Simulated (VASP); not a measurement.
Write the native input for VASP 6.6.1 that does the following.

| Quantity | Value |
| --- | --- |
| Task | single point |
| Functional | PBE |
| Potentials or basis | VASP PAW PBE potentials, release 64 (Bi_d, O) |
| Cutoff | 520 eV |
| k mesh | 12 × 12 × 4 |
| Occupations | gaussian, width 0.1 eV |
| Spin | no spin polarisation |
| Dipole correction | no |
| Further INCAR settings | ALGO = Normal; EDIFF = 1e-06; NBANDS = 28 |

The structure of BiO4 lies in POSCAR:

```
BiO4
1.0
    3.3350934315      0.0000000000      0.0000000000
   -1.6675467157      2.8882756356      0.0000000000
    0.0000000000      0.0000000000      8.9836453057
Bi O
1 4
Direct
    0.0000000000      0.0000000000      0.0000000000
    0.3333333333      0.6666666667      0.8754689140
    0.3333333333      0.6666666667      0.4820130859
    0.6666666667      0.3333333333      0.1245310860
    0.6666666667      0.3333333333      0.5179869141
```

These files were run (other wordings do the same):

INCAR

```
SYSTEM = BiO4
ALGO = Normal
EDIFF = 1E-6
ENCUT = 520
GGA = PE
ISIF = 2
ISMEAR = 0
LASPH = .TRUE.
LCHARG = .FALSE.
LREAL = .FALSE.
LWAVE = .FALSE.
NBANDS = 28
NELM = 100
PREC = Accurate
SIGMA = 0.1
```

KPOINTS

```
k-points
0
G
  12 12 4
  0 0 0
```

Potentials or basis: VASP PAW PBE potentials, release 64 (Bi_d, O).

Run with:

```sh
$ cat potpaw_PBE.64/Bi_d/POTCAR potpaw_PBE.64/O/POTCAR > POTCAR
$ mpirun -np 1 vasp_std > vasp.out
```

Results of the run:

```
Pressure      : 0.1 GPa
Largest force : 0.049 eV/Å
```

Caveat: an odd number of electrons without spin polarisation forces a metal; a magnetic or distorted state may lie lower.

Wall time 82 s on 1 thread of Intel(R) Xeon(R) 6975P-C (Granite Rapids), with other jobs on the host, peak memory 0.3 GiB.
